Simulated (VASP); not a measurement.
# NaCaF3 (Pm-3m) in VASP: notebook

NaCaF3 is run at these levels: r2SCAN+rVV10; tasks: single point, relaxation of cell and atoms.

Everything below comes from runs of VASP 6.6.1. Logs are shortened: lines on timing, memory, paths and dates and some standing lists are left out, and cuts for length are marked.

### 1 The cell of the first run

It takes space group Pm-3m (No. 221, cubic). The conventional cell has a = 4.366 Å, b = 4.366 Å, c = 4.366 Å, α = 90.00°, β = 90.00°, γ = 90.00°. Na (site symmetry m-3m) has 12 F at 3.09 Å and 8 Ca at 3.78 Å within 4.1 Å. Ca (site symmetry m-3m) has 6 F at 2.18 Å within 2.9 Å. Within 2.9 Å of F (site symmetry 4/mmm) lie 2 Ca at 2.18 Å.

### 2 Single point, r2SCAN+rVV10

The input, POSCAR:

```
NaCaF3
1.0
    4.3659461005      0.0000000000      0.0000000000
    0.0000000000      4.3659461005      0.0000000000
    0.0000000000      0.0000000000      4.3659461005
Na Ca F
1 1 3
Direct
    0.0000000000      0.0000000000      0.0000000000
    0.5000000000      0.5000000000      0.5000000000
    0.5000000000      0.5000000000      0.0000000000
    0.5000000000      0.0000000000      0.5000000000
    0.0000000000      0.5000000000      0.5000000000
```

The input, INCAR.step1:

```
SYSTEM = NaCaF3
ALGO     = Normal         ! electronic algorithm
EDIFF    = 1E-4           ! SCF threshold, eV
ENCUT    = 520            ! plane-wave cutoff, eV
GGA      = PE             ! functional
ISMEAR   = -1             ! smearing method
LASPH    = .TRUE.         ! aspherical terms in the spheres
LCHARG   = .FALSE.        ! write CHGCAR
LREAL    = .FALSE.        ! projectors in reciprocal space
LWAVE    = .TRUE.         ! write WAVECAR
NBANDS   = 27             ! bands
NELM     = 100            ! most SCF steps
PREC     = Accurate       ! precision mode
SIGMA    = 0.03           ! smearing width, eV
```

The input, INCAR.step2:

```
SYSTEM = NaCaF3
ALGO     = Normal         ! electronic algorithm
BPARAM   = 11.95        
CPARAM   = 0.0093       
EDIFF    = 1E-7           ! SCF threshold, eV
ENCUT    = 520            ! plane-wave cutoff, eV
ISIF     = 2              ! what is computed and relaxed
ISMEAR   = -1             ! smearing method
ISTART   = 1            
IVDW_NL  = 2            
LASPH    = .TRUE.         ! aspherical terms in the spheres
LCHARG   = .FALSE.        ! write CHGCAR
LMIXTAU  = .TRUE.       
LREAL    = .FALSE.        ! projectors in reciprocal space
LUSE_VDW = .TRUE.       
LWAVE    = .FALSE.        ! write WAVECAR
METAGGA  = R2SCAN         ! meta-GGA
NBANDS   = 27             ! bands
NELM     = 100            ! most SCF steps
PREC     = Accurate       ! precision mode
SIGMA    = 0.03           ! smearing width, eV
```

The input, KPOINTS:

```
k-points
0
G
  6 6 6
  0 0 0
```

Potentials or basis: VASP PAW PBE potentials, release 64 (Na_pv, Ca_sv, F).

The run is started by

```bash
> cat potpaw_PBE.64/Na_pv/POTCAR potpaw_PBE.64/Ca_sv/POTCAR potpaw_PBE.64/F/POTCAR > POTCAR
> cp INCAR.step1 INCAR
> mpirun -np 1 vasp_std > vasp.out
> cp INCAR.step2 INCAR
> mpirun -np 1 vasp_std > vasp.out
```

OUTCAR:

```text
SYSTEM = NaCaF3
   BPARAM = 11.95
   EDIFF = 1E-7
   ENCUT = 520
   ISIF = 2
   ISMEAR = -1
   ISTART = 1
   IVDW_NL = 2
   LASPH = .TRUE.
   LREAL = .FALSE.
   METAGGA = R2SCAN
   NELM = 100
   PREC = Accurate

 ion  position               nearest neighbor table
   1  0.000  0.000  0.000-
   2  0.500  0.500  0.500-   3 2.18   4 2.18   5 2.18   3 2.18   4 2.18   5 2.18
   3  0.500  0.500  0.000-   2 2.18   2 2.18
   4  0.500  0.000  0.500-   2 2.18   2 2.18
   5  0.000  0.500  0.500-   2 2.18   2 2.18

  LATTYP: Found a simple cubic cell.
 ALAT       =     4.3659461005

  Lattice vectors:

 A1 = (   4.3659461005,   0.0000000000,   0.0000000000)
 A2 = (   0.0000000000,   4.3659461005,   0.0000000000)
 A3 = (   0.0000000000,   0.0000000000,   4.3659461005)

Analysis of symmetry for initial positions (statically):
=====================================================================
 Subroutine PRICEL returns:
 Original cell was already a primitive cell.

 Routine SETGRP: Setting up the symmetry group for a
 simple cubic supercell.

 Subroutine GETGRP returns: Found 48 space group operations
 (whereof 48 operations were pure point group operations)
 out of a pool of 48 trial point group operations.

The static configuration has the point symmetry O_h .

Analysis of symmetry for dynamics (positions and initial velocities):
=====================================================================
 Subroutine PRICEL returns:
 Original cell was already a primitive cell.

 Routine SETGRP: Setting up the symmetry group for a
 simple cubic supercell.

 Subroutine GETGRP returns: Found 48 space group operations
 (whereof 48 operations were pure point group operations)
 out of a pool of 48 trial point group operations.

The dynamic configuration has the point symmetry O_h .

 Subroutine INISYM returns: Found 48 space group operations
 (whereof 48 operations are pure point group operations),
 and found     1 'primitive' translations

----------------------------------------------------------------------------------------

                                     Primitive cell

  volume of cell :      83.2214

  direct lattice vectors                    reciprocal lattice vectors
     4.365946101  0.000000000  0.000000000     0.229045430  0.000000000  0.000000000
     0.000000000  4.365946101  0.000000000     0.000000000  0.229045430  0.000000000
     0.000000000  0.000000000  4.365946101     0.000000000  0.000000000  0.229045430

  length of vectors
     4.365946101  4.365946101  4.365946101     0.229045430  0.229045430  0.229045430

  position of ions in fractional coordinates (direct lattice)
     0.000000000  0.000000000  0.000000000
     0.500000000  0.500000000  0.500000000
     0.500000000  0.500000000  0.000000000
     0.500000000  0.000000000  0.500000000
     0.000000000  0.500000000  0.500000000

  ion indices of the primitive-cell ions
   primitive index   ion index
                 1           1
                 2           2
                 3           3
                 4           4
                 5           5

----------------------------------------------------------------------------------------

 KPOINTS: k-points

Automatic generation of k-mesh.
 Grid dimensions read from file:
 generate k-points for:    6    6    6

 Generating k-lattice:

  Cartesian coordinates                     Fractional coordinates (reciprocal lattice)
     0.038174238  0.000000000  0.000000000     0.166666667  0.000000000  0.000000000
     0.000000000  0.038174238  0.000000000     0.000000000  0.166666667  0.000000000
     0.000000000  0.000000000  0.038174238     0.000000000  0.000000000  0.166666667

  Length of vectors
     0.038174238  0.038174238  0.038174238

  Shift w.r.t. Gamma in fractional coordinates (k-lattice)
     0.000000000  0.000000000  0.000000000

 Subroutine IBZKPT returns following result:
 ===========================================

 Found     20 irreducible k-points:

 Following reciprocal coordinates:
            Coordinates               Weight
  0.000000  0.000000  0.000000      1.000000
  0.166667  0.000000  0.000000      6.000000
  0.333333  0.000000  0.000000      6.000000
  0.500000  0.000000  0.000000      3.000000
  0.166667  0.166667  0.000000     12.000000
  0.333333  0.166667  0.000000     24.000000
[... 12 lines left out ...]
  0.500000  0.500000  0.333333      6.000000
  0.500000  0.500000  0.500000      1.000000
   k-points           NKPTS =     20   k-points in BZ     NKDIM =     20   number of bands    NBANDS=     27
   number of dos      NEDOS =    301   number of ions     NIONS =      5
   total plane-waves  NPLWV =  32768
   dimension x,y,z NGX =    32 NGY =   32 NGZ =   32
   dimension x,y,z NGXF=    64 NGYF=   64 NGZF=   64
   ions per type =               1   1   3
   NGX,Y,Z   is equivalent  to a cutoff of  12.18, 12.18, 12.18 a.u.
   NGXF,Y,Z  is equivalent  to a cutoff of  24.37, 24.37, 24.37 a.u.
 SYSTEM =  NaCaF3
   PREC   = accura    normal or accurate (medium, high low for compatibility)
   ISTART =      1    job   : 0-new  1-cont  2-samecut
   ICHARG =      0    charge: 1-file 2-atom 10-const
   ISPIN  =      1    spin polarized calculation?
   LNONCOLLINEAR =      F non collinear calculations
   LSORBIT =      F    spin-orbit coupling
   LASPH  =      T    aspherical Exc in radial PAW
   ENCUT  =  520.0 eV  38.22 Ry    6.18 a.u.   8.12  8.12  8.12*2*pi/ulx,y,z
   NELM   =    100;   NELMIN=  2; NELMDL=  0     # of ELM steps
   EDIFF  = 0.1E-06   stopping-criterion for ELM
   LREAL  =      F    real-space projection
   EDIFFG = 0.1E-05   stopping-criterion for IOM
   NSW    =      0    number of steps for IOM
   IBRION =     -1    ionic relax: 0-MD 1-quasi-New 2-CG
   NFREE  =      0    steps in history (QN), initial steepest desc. (CG)
   ISIF   =      2    stress and relaxation
   ISYM   =      2    0-nonsym 1-usesym 2-fastsym
   POTIM  = 0.5000    time-step for ionic-motion
   TEBEG  =    0.0;   TEEND  =   0.0 temperature during run
   PSTRESS=    0.0 pullay stress
   NELECT =      38.0000    total number of electrons
   NUPDOWN=      -1.0000    fix difference up-down
   EMIN   =  10.00;   EMAX   =-10.00  energy-range for DOS
   EFERMI =   0.00;   METHOD = LEGACY
   ISMEAR =    -1;   SIGMA  =   0.03  broadening in eV -4-tet -1-fermi 0-gaus
   EFERMI_NEDOS =   21; number of points for ismear=-14 and -15
   IALGO  =     38    algorithm
   IMIX   =      4    mixing-type and parameters
     AMIX     =   0.40;   BMIX     =  1.00
     AMIX_MAG =   1.60;   BMIX_MAG =  1.00
  volume/ion in A,a.u.               =      16.64       112.32
  Fermi-wavevector in a.u.,A,eV,Ry     =   1.260640  2.382264 21.622549  1.589213
  Thomas-Fermi vector in A             =   2.394139
   LORBIT       =      0    0 simple, 1 ext, 2 COOP (PROOUT), +10 PAW based schemes
   METAGGA = R2SCAN    functional components
   LHFCALC =     F    Hartree Fock is set to
   AEXX    =    0.0000 exact exchange contribution
   IVDW_NL    =     2    kernel type
   BPARAM     =11.9500
   IVDW    =     0    specifies the selected vdW correction
   LEPSILON=     F    determine dielectric tensor
   LRPA    =     F    only Hartree local field effects (RPA)
 non-spin polarized calculation
  energy-cutoff  :      520.00
  volume of cell :       83.22
 maximum number of plane-waves:      2272
   NGX = 17   NGY = 17   NGZ = 17

 number of electron      37.9999988 magnetization

 Free energy of the ion-electron system (eV)
  ---------------------------------------------------
  ext. energy  EPLUGINS =         0.00000000
  ---------------------------------------------------
  free energy    TOTEN  =       -35.91210361 eV

  energy without entropy =      -35.91210361  energy(sigma->0) =      -35.91210361

 E-fermi :  -2.3373     XC(G=0):  -8.7565

 val. band max:       -3.0512420589   @ k =   0.5000   0.5000   0.5000
 cond. band min:       2.8012858821   @ k =   0.0000   0.0000   0.0000
 fundamental gap:      5.8525279410
 Fermi energy:        -2.3373071438

 k-point     1 :       0.0000    0.0000    0.0000
  band No.  band energies     occupation
      1     -39.2283      2.00000
      2     -24.7659      2.00000
      3     -24.7659      2.00000
      4     -24.7659      2.00000
      5     -23.4712      2.00000
      6     -23.3634      2.00000
[... 19 lines left out ...]
     26      10.5038      0.00000
     27      10.5038      0.00000

 k-point     2 :       0.1667    0.0000    0.0000
  band No.  band energies     occupation
      1     -39.2262      2.00000
      2     -24.7680      2.00000
      3     -24.7658      2.00000
      4     -24.7658      2.00000
      5     -23.5394      2.00000
      6     -23.4155      2.00000
[... 19 lines left out ...]
     26      10.1411      0.00000
     27      10.5300      0.00000

 k-point     3 :       0.3333    0.0000    0.0000
  band No.  band energies     occupation
      1     -39.2219      2.00000
      2     -24.7722      2.00000
      3     -24.7657      2.00000
      4     -24.7657      2.00000
      5     -23.7413      2.00000
      6     -23.4258      2.00000
[... 19 lines left out ...]
     26      10.5922      0.00000
     27      10.6079      0.00000

 k-point     4 :       0.5000    0.0000    0.0000
  band No.  band energies     occupation
      1     -39.2198      2.00000
      2     -24.7743      2.00000
      3     -24.7656      2.00000
      4     -24.7656      2.00000
      5     -23.8374      2.00000
      6     -23.4248      2.00000
[... 19 lines left out ...]
     26      10.6690      0.00000
     27      10.8639      0.00000

 k-point     5 :       0.1667    0.1667    0.0000
  band No.  band energies     occupation
      1     -39.2241      2.00000
      2     -24.7683      2.00000
      3     -24.7674      2.00000
      4     -24.7658      2.00000
      5     -23.5568      2.00000
      6     -23.4946      2.00000
[... 19 lines left out ...]
     26      10.0995      0.00000
     27      10.2597      0.00000

 k-point     6 :       0.3333    0.1667    0.0000
  band No.  band energies     occupation
      1     -39.2198      2.00000
      2     -24.7719      2.00000
      3     -24.7675      2.00000
      4     -24.7656      2.00000
      5     -23.7390      2.00000
      6     -23.5211      2.00000
[... 324 lines left out ...]
      1     -39.2092      2.00000
      2     -24.7705      2.00000
      3     -24.7683      2.00000
      4     -24.7683      2.00000
      5     -23.7450      2.00000
      6     -23.7244      2.00000
[... 19 lines left out ...]
     26       9.0518      0.00000
     27      10.9822      0.00000

 k-point    18 :       0.5000    0.3333    0.3333
  band No.  band energies     occupation
      1     -39.2070      2.00000
      2     -24.7702      2.00000
      3     -24.7692      2.00000
      4     -24.7674      2.00000
      5     -23.8288      2.00000
      6     -23.7377      2.00000
[... 19 lines left out ...]
     26      10.2822      0.00000
     27      10.3159      0.00000

 k-point    19 :       0.5000    0.5000    0.3333
  band No.  band energies     occupation
      1     -39.2049      2.00000
      2     -24.7692      2.00000
      3     -24.7692      2.00000
      4     -24.7673      2.00000
      5     -23.8285      2.00000
      6     -23.8285      2.00000
[... 19 lines left out ...]
     26       9.9390      0.00000
     27      10.3366      0.00000

 k-point    20 :       0.5000    0.5000    0.5000
  band No.  band energies     occupation
      1     -39.2028      2.00000
      2     -24.7680      2.00000
      3     -24.7680      2.00000
      4     -24.7680      2.00000
      5     -23.8290      2.00000
      6     -23.8290      2.00000
[... 19 lines left out ...]
     26      10.1362      0.00000
     27      10.3313      0.00000

------------------------ aborting loop because EDIFF is reached ----------------------------------------

  FORCE on cell =-STRESS in cart. coord.  units (eV):
  Direction    XX          YY          ZZ          XY          YZ          ZX
  --------------------------------------------------------------------------------------
  -------------------------------------------------------------------------------------
  Total        0.2210930      0.2210930      0.2210930      0.0000000      0.0000000     -0.0000000
  in kB        4.2564794      4.2564794      4.2564794      0.0000000      0.0000000     -0.0000000
  external PRESSURE =       4.2564794 kB  Pullay stress =       0.0000000 kB

 VOLUME and BASIS-vectors are now :
 -----------------------------------------------------------------------------
  energy-cutoff  :      520.00
  volume of cell :       83.22
      direct lattice vectors                 reciprocal lattice vectors
     4.365946101  0.000000000  0.000000000     0.229045430  0.000000000  0.000000000
     0.000000000  4.365946101  0.000000000     0.000000000  0.229045430  0.000000000
     0.000000000  0.000000000  4.365946101     0.000000000  0.000000000  0.229045430

 POSITION                                       TOTAL-FORCE (eV/Angst)
 -----------------------------------------------------------------------------------
      0.00000      0.00000      0.00000         0.000000      0.000000      0.000000
      2.18297      2.18297      2.18297         0.000000      0.000000      0.000000
      2.18297      2.18297      0.00000         0.000000      0.000000      0.000000
      2.18297      0.00000      2.18297         0.000000      0.000000      0.000000
      0.00000      2.18297      2.18297         0.000000      0.000000      0.000000
 -----------------------------------------------------------------------------------
    total drift:                                0.000000     -0.000000     -0.000000

  FREE ENERGIE OF THE ION-ELECTRON SYSTEM (eV)
  ---------------------------------------------------
  free  energy   TOTEN  =       -35.9121036137 eV

  energy  without entropy=      -35.9121036137  energy(sigma->0) =      -35.91210361
```

It took 1.7 min on 1 thread of Intel Xeon 6975P-C (Granite Rapids), shared host; peak memory 0.34 GiB.

Results:

| Quantity | Value |
| --- | --- |
| Free energy | -35.9121 eV |
| Pressure | 0.4 GPa |
| Band gap on the k mesh | 5.85 eV, indirect (least direct gap 5.98 eV) |

Caveat: the PAW data sets were made with another functional, which shifts forces and pressure a little. r2SCAN opens gaps a little over a GGA but as a rule still falls short of measured ones.

(Continued in part 2 of 2.)
